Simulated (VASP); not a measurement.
GaP: relaxation of cell and atoms with r2SCAN+D4

The system is GaP.

```
Ga P
1.0
     0.00000    2.72525    2.72525
     2.72525    0.00000    2.72525
     2.72525    2.72525    0.00000
Ga P
1 1
Direct
  0.00000 0.00000 0.00000
  0.25000 0.25000 0.25000
```

| Item | Value |
| --- | --- |
| Program | VASP 6.6.1 |
| Task | relaxation of cell and atoms |
| Functional | r2SCAN |
| Dispersion | D4 |
| Potentials or basis | VASP PAW PBE potentials, release 64 (Ga_d, P) |
| Cutoff | 600 eV |
| k mesh | 6 × 6 × 6 |
| Occupations | gaussian, width 0.01 eV |
| Spin | no spin polarisation |
| Dipole correction | no |
| Further INCAR settings | ALGO = Normal; EDIFF = 1e-07; IBRION = 2; EDIFFG = -0.005; NSW = 80; ISIF = 3 |

```json
{
  "Relaxed volume": "20.01 Å³/atom",
  "Relaxed cell": "a = 3.839 Å, b = 3.839 Å, c = 3.839 Å, α = 60.00°, β = 60.00°, γ = 60.00°",
  "Space group after relaxing (to 0.1 Å)": "F-43m (No. 216)",
  "Energy gained by relaxing": "0.8 meV/atom",
  "Ionic steps": "4",
  "Pressure after relaxing": "0.0 GPa",
  "Band gap on the k mesh": "1.89 eV (least direct gap 2.45 eV)",
  "Dispersion energy per atom": "-0.147 eV"
}
```

Step by step:
```csv
step,energy change (eV),largest force (eV/Å),pressure (GPa),volume (Å³)
1,0.0000,0.0000,-1.03,40.48
2,-0.0010,0.0000,0.69,39.72
3,-0.0016,0.0000,0.04,40.00
4,-0.0016,0.0000,0.00,40.02
```

Final structure:
```xyz
2
Lattice="0.0000 2.7148 2.7148 2.7148 0.0000 2.7148 2.7148 2.7148 0.0000" Properties=species:S:1:pos:R:3 pbc="T T T"
Ga    0.0000    0.0000    0.0000
P     1.3574    1.3574    1.3574
```

Levels at points of the mesh, in eV from the valence-band top:
| k point | band 6 | band 7 | band 8 | band 9 | band 10 | band 11 | band 12 | band 13 |
| --- | --- | --- | --- | --- | --- | --- | --- | --- |
| (0.00, 0.00, 0.00) | -13.11 | 0.00 | 0.00 | 0.00 | 2.45 | 4.18 | 4.18 | 4.18 |
| (0.50, 0.00, 0.00) | -10.91 | -6.92 | -1.19 | -1.19 | 2.08 | 5.05 | 5.05 | 8.85 |
| (0.50, 0.50, 0.00) | -9.96 | -7.02 | -2.84 | -2.84 | 1.89 | 2.09 | 11.44 | 11.44 |

Run time: 4.5 min on 1 thread of AMD EPYC 7R13, with other jobs on the host, peak memory 0.17 GiB.

Caveat: the PAW data sets were made with another functional, which shifts forces and pressure a little. A k mesh can miss the band edges.
